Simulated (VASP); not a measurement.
# TaN (P-62m) in VASP: further runs

The runs below take TaN through single point, with PBEsol+D3(BJ), PBE.

Everything below comes from runs of VASP 6.6.1. Logs are shortened: lines on timing, memory, paths and dates and some standing lists are left out, and cuts for length are marked.

## 1. The cell of the first run

The structure is hexagonal, space group P-62m (No. 189). The conventional cell has a = 5.148 Å, b = 5.148 Å, c = 2.875 Å, α = 90.00°, β = 90.00°, γ = 120.00°. Within 3.0 Å of Ta (site symmetry -6) lie 6 N at 2.14 Å and 5 Ta at 2.88 to 2.97 Å. Within 2.7 Å of Ta (site symmetry -62m) lie 3 N at 2.03 Å. N (site symmetry m2m) has 5 Ta at 2.03 to 2.14 Å and 6 N at 2.74 to 2.88 Å within 2.9 Å.

## 2. Single point, PBEsol+D3(BJ), collinear spin (11.00 Å³/atom)

INCAR reads:

```
ALGO = Normal ; EDIFF = 1E-6
ENCUT = 600 ; GGA = PS
GGA_COMPAT = F ; ISIF = 2
ISMEAR = 0 ; ISPIN = 2
IVDW = 12 ; LASPH = T
LCHARG = F ; LMAXMIX = 4
LORBIT = 11 ; LREAL = F
LWAVE = F ; MAGMOM = 0.05 0.05 -0.05 0 0 0
NBANDS = 37 ; NELM = 200
PREC = Accurate ; SIGMA = 0.05
```

KPOINTS reads:

```
k-points
0
Gamma
  6 6 8
```

POSCAR reads:

```
TaN
1.0
    5.1479862073      0.0000000000      0.0000000000
   -2.5739931036      4.4582868338      0.0000000000
    0.0000000000      0.0000000000      2.8751818951
Ta N
3 3
Direct
    0.3333333333      0.6666666667      0.5000000000
    0.6666666667      0.3333333333      0.5000000000
    0.0000000000      0.0000000000      0.0000000000
    0.3939232678      0.0000000000      0.0000000000
    0.6060767322      0.6060767322      0.0000000000
    0.0000000000      0.3939232678      0.0000000000
```

Potentials or basis: VASP PAW PBE potentials, release 64 (Ta_pv, N).

On the command line:

```
cat potpaw_PBE.64/Ta_pv/POTCAR potpaw_PBE.64/N/POTCAR > POTCAR
mpirun -np 1 vasp_std > vasp.out
```

OUTCAR:

```text
EDIFF = 1E-6
   ENCUT = 600
   GGA = PS
   ISIF = 2
   ISMEAR = 0
   ISPIN = 2
   IVDW = 12
   LASPH = T
   LORBIT = 11
   LREAL = F
   NELM = 200
   PREC = Accurate
 IVDW          = 12

 ion  position               nearest neighbor table
   1  0.333  0.667  0.500-   4 2.14   4 2.14   6 2.14   6 2.14   5 2.14   5 2.14   2 2.97   2 2.97
                             2 2.97   3 3.30   3 3.30   3 3.30   3 3.30   3 3.30   3 3.30
   2  0.667  0.333  0.500-   6 2.14   6 2.14   4 2.14   4 2.14   5 2.14   5 2.14   1 2.97   1 2.97
                             1 2.97   3 3.30   3 3.30   3 3.30   3 3.30   3 3.30   3 3.30
   3  0.000  0.000  0.000-   6 2.03   5 2.03   4 2.03   2 3.30   1 3.30   1 3.30   2 3.30   1 3.30
                             1 3.30   2 3.30   2 3.30   2 3.30   2 3.30   1 3.30   1 3.30
   4  0.394  0.000  0.000-   3 2.03   1 2.14   1 2.14   2 2.14   2 2.14
   5  0.606  0.606  0.000-   3 2.03   2 2.14   2 2.14   1 2.14   1 2.14
   6  0.000  0.394  0.000-   3 2.03   2 2.14   2 2.14   1 2.14   1 2.14

  LATTYP: Found a hexagonal cell.
 ALAT       =     5.1479862073
 C/A-ratio  =     0.5585061380

  Lattice vectors:

 A1 = (   5.1479862073,   0.0000000000,   0.0000000000)
 A2 = (  -2.5739931036,   4.4582868338,   0.0000000000)
 A3 = (   0.0000000000,   0.0000000000,   2.8751818951)

Analysis of symmetry for initial positions (statically):
=====================================================================
 Subroutine PRICEL returns:
 Original cell was already a primitive cell.

 Routine SETGRP: Setting up the symmetry group for a
 hexagonal supercell.

 Subroutine GETGRP returns: Found 12 space group operations
 (whereof 12 operations were pure point group operations)
 out of a pool of 24 trial point group operations.

The static configuration has the point symmetry D_3h.

Analysis of symmetry for dynamics (positions and initial velocities):
=====================================================================
 Subroutine PRICEL returns:
 Original cell was already a primitive cell.

 Routine SETGRP: Setting up the symmetry group for a
 hexagonal supercell.

 Subroutine GETGRP returns: Found 12 space group operations
 (whereof 12 operations were pure point group operations)
 out of a pool of 24 trial point group operations.

The dynamic configuration has the point symmetry D_3h.

Analysis of structural, dynamic, and magnetic symmetry:
=====================================================================
 Subroutine PRICEL returns:
 Original cell was already a primitive cell.

 Routine SETGRP: Setting up the symmetry group for a
 hexagonal supercell.

 Subroutine GETGRP returns: Found 12 space group operations
 (whereof 12 operations were pure point group operations)
 out of a pool of 24 trial point group operations.

The overall configuration has the point symmetry D_3h.

 Subroutine INISYM returns: Found 12 space group operations
 (whereof 12 operations are pure point group operations),
 and found     1 'primitive' translations

----------------------------------------------------------------------------------------

                                     Primitive cell

  volume of cell :      65.9889

  direct lattice vectors                    reciprocal lattice vectors
     5.147986207  0.000000000  0.000000000     0.194250715  0.112150702  0.000000000
    -2.573993104  4.458286834  0.000000000     0.000000000  0.224301405  0.000000000
     0.000000000  0.000000000  2.875181895     0.000000000  0.000000000  0.347804082

  length of vectors
     5.147986207  5.147986207  2.875181895     0.224301405  0.224301405  0.347804082

  position of ions in fractional coordinates (direct lattice)
     0.333333333  0.666666667  0.500000000
     0.666666667  0.333333333  0.500000000
     0.000000000  0.000000000  0.000000000
     0.393923268  0.000000000  0.000000000
     0.606076732  0.606076732  0.000000000
     1.000000000  0.393923268  0.000000000

  ion indices of the primitive-cell ions
   primitive index   ion index
                 1           1
                 2           2
                 3           3
                 4           4
                 5           5
                 6           6

[... 31 lines left out ...]
  0.500000 -0.000000  0.000000      3.000000
  0.166667  0.166667  0.000000      6.000000
  0.333333  0.166667  0.000000     12.000000
[... 16 lines left out ...]
  0.166667 -0.000000  0.375000     12.000000
  0.333333 -0.000000  0.375000     12.000000
 [... further k-points ...]
   k-points           NKPTS =     35   k-points in BZ     NKDIM =     35   number of bands    NBANDS=     37
   number of dos      NEDOS =    301   number of ions     NIONS =      6
   total plane-waves  NPLWV =  42336
   dimension x,y,z NGX =    42 NGY =   42 NGZ =   24
   dimension x,y,z NGXF=    84 NGYF=   84 NGZF=   48
   ions per type =               3   3
   NGX,Y,Z   is equivalent  to a cutoff of  13.56, 13.56, 13.88 a.u.
   NGXF,Y,Z  is equivalent  to a cutoff of  27.13, 27.13, 27.75 a.u.
 SYSTEM =  unknown system
   PREC   = accura    normal or accurate (medium, high low for compatibility)
   ISTART =      0    job   : 0-new  1-cont  2-samecut
   ICHARG =      2    charge: 1-file 2-atom 10-const
   ISPIN  =      2    spin polarized calculation?
   LNONCOLLINEAR =      F non collinear calculations
   LSORBIT =      F    spin-orbit coupling
   LASPH  =      T    aspherical Exc in radial PAW
   ENCUT  =  600.0 eV  44.10 Ry    6.64 a.u.  10.28 10.28  5.74*2*pi/ulx,y,z
   NELM   =    200;   NELMIN=  2; NELMDL= -5     # of ELM steps
   EDIFF  = 0.1E-05   stopping-criterion for ELM
   LREAL  =      F    real-space projection
[... 7 lines left out ...]
   TEBEG  =    0.0;   TEEND  =   0.0 temperature during run
   PSTRESS=    0.0 pullay stress
   NELECT =      48.0000    total number of electrons
   NUPDOWN=      -1.0000    fix difference up-down
   EMIN   =  10.00;   EMAX   =-10.00  energy-range for DOS
   EFERMI =   0.00;   METHOD = LEGACY
   ISMEAR =     0;   SIGMA  =   0.05  broadening in eV -4-tet -1-fermi 0-gaus
   EFERMI_NEDOS =   21; number of points for ismear=-14 and -15
   IALGO  =     38    algorithm
   IMIX   =      4    mixing-type and parameters
     AMIX     =   0.40;   BMIX     =  1.00
     AMIX_MAG =   1.60;   BMIX_MAG =  1.00
  volume/ion in A,a.u.               =      11.00        74.22
  Fermi-wavevector in a.u.,A,eV,Ry     =   1.472307  2.782257 29.493180  2.167688
  Thomas-Fermi vector in A             =   2.587337
   LORBIT       =     11    0 simple, 1 ext, 2 COOP (PROOUT), +10 PAW based schemes
   GGA     = PS    functional components
   LHFCALC =     F    Hartree Fock is set to
   AEXX    =    0.0000 exact exchange contribution
   IVDW    =    12    specifies the selected vdW correction
   LEPSILON=     F    determine dielectric tensor
   LRPA    =     F    only Hartree local field effects (RPA)
 spin polarized calculation
 Gauss-broadening in eV      SIGMA  =   0.05
  energy-cutoff  :      600.00
  volume of cell :       65.99
 maximum number of plane-waves:      2237
 NGX is ok and might be reduce to    42
   NGX = 21   NGY = 21   NGZ = 11

 number of electron      48.0000002 magnetization      -0.0000001

 number of electron      48.0000002 magnetization       0.0000018

 Free energy of the ion-electron system (eV)
  ---------------------------------------------------
  ext. energy  EPLUGINS =         0.00000000
  ---------------------------------------------------
  free energy    TOTEN  =       -71.42620213 eV

  energy without entropy =      -71.42603275  energy(sigma->0) =      -71.42611744

 E-fermi :   8.6836     XC(G=0): -13.3276

 val. band max:        8.6125718823   @ k =   0.1667  -0.0000   0.0000
 cond. band min:       8.7668547280   @ k =   0.1667  -0.0000   0.2500
 fundamental gap:      0.1542828458
 Fermi energy:         8.6836272460

 spin component 1

 k-point     1 :       0.0000    0.0000    0.0000
  band No.  band energies     occupation
      1     -27.6618      1.00000
      2     -27.6618      1.00000
      3     -27.2792      1.00000
      4     -27.2792      1.00000
      5     -27.0731      1.00000
      6     -26.9510      1.00000
[... 925 lines left out ...]
     35      14.5093      0.00000
     36      15.1324      0.00000

 [... further k-points ...]

 spin component 2

 k-point     1 :       0.0000    0.0000    0.0000
  band No.  band energies     occupation
      1     -27.6616      1.00000
      2     -27.6616      1.00000
      3     -27.2791      1.00000
      4     -27.2791      1.00000
      5     -27.0730      1.00000
      6     -26.9508      1.00000
[... 925 lines left out ...]
     35      14.5094      0.00000
     36      15.1325      0.00000

 [... further k-points ...]

 [bands above 36 left out]

------------------------ aborting loop because EDIFF is reached ----------------------------------------

 Edisp (eV)   -2.70068

 E8    (eV) :    -1.8752

  FORCE on cell =-STRESS in cart. coord.  units (eV):
  Direction    XX          YY          ZZ          XY          YZ          ZX
  --------------------------------------------------------------------------------------
  -------------------------------------------------------------------------------------
  Total       0.37536     0.37536     0.36005     0.00000     0.00000     0.00000
  in kB       9.11359     9.11359     8.74191     0.00000     0.00000     0.00000
  external pressure =        8.99 kB  Pullay stress =        0.00 kB

 VOLUME and BASIS-vectors are now :
 -----------------------------------------------------------------------------
  energy-cutoff  :      600.00
  volume of cell :       65.99
      direct lattice vectors                 reciprocal lattice vectors
     5.147986207  0.000000000  0.000000000     0.194250715  0.112150702  0.000000000
    -2.573993104  4.458286834  0.000000000     0.000000000  0.224301405  0.000000000
     0.000000000  0.000000000  2.875181895     0.000000000  0.000000000  0.347804082

 POSITION                                       TOTAL-FORCE (eV/Angst)
 -----------------------------------------------------------------------------------
     -0.00000      2.97219      1.43759        -0.000000      0.000000     -0.000000
      2.57399      1.48610      1.43759        -0.000000      0.000000     -0.000000
      0.00000      0.00000      0.00000        -0.000000      0.000000     -0.000000
      2.02791      0.00000      0.00000         0.006729      0.000000     -0.000000
      1.56004      2.70206      0.00000        -0.003364     -0.005827      0.000000
     -1.01396      1.75622      0.00000        -0.003364      0.005827     -0.000000
 -----------------------------------------------------------------------------------
    total drift:                               -0.000000     -0.000001     -0.000000

  FREE ENERGIE OF THE ION-ELECTRON SYSTEM (eV)
  ---------------------------------------------------
  free  energy   TOTEN  =       -74.1268813414 eV

  energy  without entropy=      -74.1267119602  energy(sigma->0) =      -74.12679665

 total charge

# of ion       s       p       d       tot
------------------------------------------
    1        0.304   6.288   2.446   9.037
    2        0.304   6.288   2.446   9.037
    3        0.340   6.235   2.465   9.040
    4        1.232   2.568   0.000   3.800
    5        1.232   2.568   0.000   3.800
    6        1.232   2.568   0.000   3.800
--------------------------------------------------
tot          4.643  26.515   7.356  38.514

 magnetization (x)

# of ion       s       p       d       tot
------------------------------------------
    1        0.000   0.000   0.000   0.000
    2        0.000   0.000   0.000   0.000
    3       -0.000  -0.000  -0.000  -0.000
    4       -0.000   0.000   0.000   0.000
    5       -0.000   0.000   0.000   0.000
    6       -0.000   0.000   0.000   0.000
--------------------------------------------------
tot         -0.000   0.000   0.000   0.000
```

It took 4.4 min on 1 thread of Intel Xeon 8259CL, shared host; peak memory 0.33 GiB.

What came out:

* Free energy: -74.1269 eV
* Pressure: 0.9 GPa
* Largest force: 0.007 eV/Å
* Band gap on the k mesh: zero (filled and empty bands overlap)
* Net moment: 0.00 μB per cell
* Valence electrons inside the program's atomic spheres: Ta 9.04; N 3.80
* Dispersion energy per atom: -0.450 eV

Forces in eV/Å, atoms in the order of the input:
```
Ta   0.000  0.000  0.000
Ta   0.000  0.000  0.000
Ta   0.000  0.000  0.000
N    0.007  0.000  0.000
N   -0.003 -0.006  0.000
N   -0.003  0.006  0.000
```

Levels at points of the mesh, in eV from the Fermi level:
Spin up:
```
           k point  band 22  band 23  band 24  band 25  band 26  band 27
(0.00, 0.00, 0.00)    -3.52    -2.17    -1.13    -1.13     0.43     0.43
(0.50, 0.00, 0.00)    -4.16    -3.09    -2.90     1.13     1.70     1.80
(0.00, 0.00, 0.50)    -3.16    -3.16     1.82     1.82     1.95     2.08
(0.50, 0.00, 0.50)    -3.56    -2.17    -1.20     0.35     1.25     3.22
```
Spin down:
| k point | band 22 | band 23 | band 24 | band 25 | band 26 | band 27 |
| --- | --- | --- | --- | --- | --- | --- |
| (0.00, 0.00, 0.00) | -3.52 | -2.17 | -1.13 | -1.13 | 0.43 | 0.43 |
| (0.50, 0.00, 0.00) | -4.16 | -3.09 | -2.90 | 1.13 | 1.70 | 1.80 |
| (0.00, 0.00, 0.50) | -3.16 | -3.16 | 1.82 | 1.82 | 1.95 | 2.08 |
| (0.50, 0.00, 0.50) | -3.56 | -2.17 | -1.20 | 0.35 | 1.25 | 3.22 |

Caveat: the PAW data sets were made with another functional, which shifts forces and pressure a little; spin-orbit coupling is left out, which moves the levels of the heavy elements.

## 3. Single point, PBEsol+D3(BJ), collinear spin (11.22 Å³/atom)

This run uses another cell than the first one, of 11.22 Å³/atom.

INCAR reads:

```
SYSTEM = TaN
ALGO = Normal ; EDIFF = 1E-6
ENCUT = 600 ; GGA = PS
GGA_COMPAT = .FALSE. ; ISIF = 2
ISMEAR = 0 ; ISPIN = 2
IVDW = 12 ; LASPH = .TRUE.
LCHARG = .TRUE. ; LELF = .TRUE.
LMAXMIX = 4 ; LORBIT = 11
LREAL = .FALSE. ; LVHAR = .TRUE.
LWAVE = .FALSE. ; MAGMOM = 0.05 0.05 -0.05 0 0 0
NBANDS = 37 ; NELM = 200
PREC = Accurate ; SIGMA = 0.05
```

KPOINTS reads:

```
k-points
0
G
  6 6 8
  0 0 0
```

POSCAR reads:

```
TaN
1.0
    5.1840583101      0.0000000000      0.0000000000
   -2.5920291550      4.4895261913      0.0000000000
    0.0000000000      0.0000000000      2.8920146622
Ta N
3 3
Direct
    0.3333333333      0.6666666667      0.5000000000
    0.6666666667      0.3333333333      0.5000000000
    0.0000000000      0.0000000000      0.0000000000
    0.3930898737      0.0000000000      0.0000000000
    0.6069101263      0.6069101263      0.0000000000
    0.0000000000      0.3930898737      0.0000000000
```

Potentials or basis: VASP PAW PBE potentials, release 64 (Ta_pv, N).

On the command line:

```
cat potpaw_PBE.64/Ta_pv/POTCAR potpaw_PBE.64/N/POTCAR > POTCAR
mpirun -np 1 vasp_std > vasp.out
```

Wall time 4.8 min (1 thread of Intel Xeon 8259CL, shared host); peak memory 0.33 GiB.

The run converged. Its results:

```yaml
Free_energy: -74.1083 eV
Pressure: -5.7 GPa
Largest_force: 0.008 eV/Å
Band_gap_on_the_k_mesh: zero (filled and empty bands overlap)
Net_moment: 0.00 μB per cell
Valence_electrons_inside_the_program's_atomic_spheres: Ta 8.99, 9.00 (each value once); N 3.78
Dispersion_energy_per_atom: -0.441 eV
```

Forces on the atoms (eV/Å):
```
Ta   0.000  0.000  0.000
Ta   0.000  0.000  0.000
Ta   0.000  0.000  0.000
N    0.008  0.000  0.000
N   -0.004 -0.007  0.000
N   -0.004  0.007  0.000
```

Levels at points of the mesh, in eV from the Fermi level:
Spin up:
| k point | band 20 | band 21 | band 22 | band 23 | band 24 | band 25 | band 26 | band 27 | band 28 | band 29 |
| --- | --- | --- | --- | --- | --- | --- | --- | --- | --- | --- |
| (0.00, 0.00, 0.00) | -5.23 | -4.43 | -3.46 | -2.13 | -1.09 | -1.09 | 0.45 | 0.45 | 1.65 | 1.82 |
| (0.50, 0.00, 0.00) | -4.77 | -4.10 | -4.07 | -3.04 | -2.84 | 1.10 | 1.67 | 1.78 | 2.31 | 2.32 |
| (0.00, 0.00, 0.50) | -4.67 | -4.50 | -3.07 | -3.07 | 1.77 | 1.77 | 1.94 | 2.05 | 2.05 | 3.18 |
| (0.50, 0.00, 0.50) | -4.89 | -4.20 | -3.46 | -2.12 | -1.14 | 0.35 | 1.22 | 3.13 | 3.17 | 3.30 |
Spin down:
```tsv
k point	band 20	band 21	band 22	band 23	band 24	band 25	band 26	band 27	band 28	band 29
(0.00, 0.00, 0.00)	-5.23	-4.43	-3.46	-2.13	-1.09	-1.09	0.45	0.45	1.65	1.82
(0.50, 0.00, 0.00)	-4.77	-4.10	-4.07	-3.04	-2.84	1.10	1.67	1.78	2.31	2.32
(0.00, 0.00, 0.50)	-4.67	-4.50	-3.07	-3.07	1.77	1.77	1.94	2.05	2.05	3.18
(0.50, 0.00, 0.50)	-4.89	-4.20	-3.46	-2.12	-1.14	0.35	1.22	3.13	3.17	3.30
```

Caveat: the cell stands under tension; the PAW data sets were made with another functional, which shifts forces and pressure a little; spin-orbit coupling is left out, which moves the levels of the heavy elements.

[end of part 1 of 2]
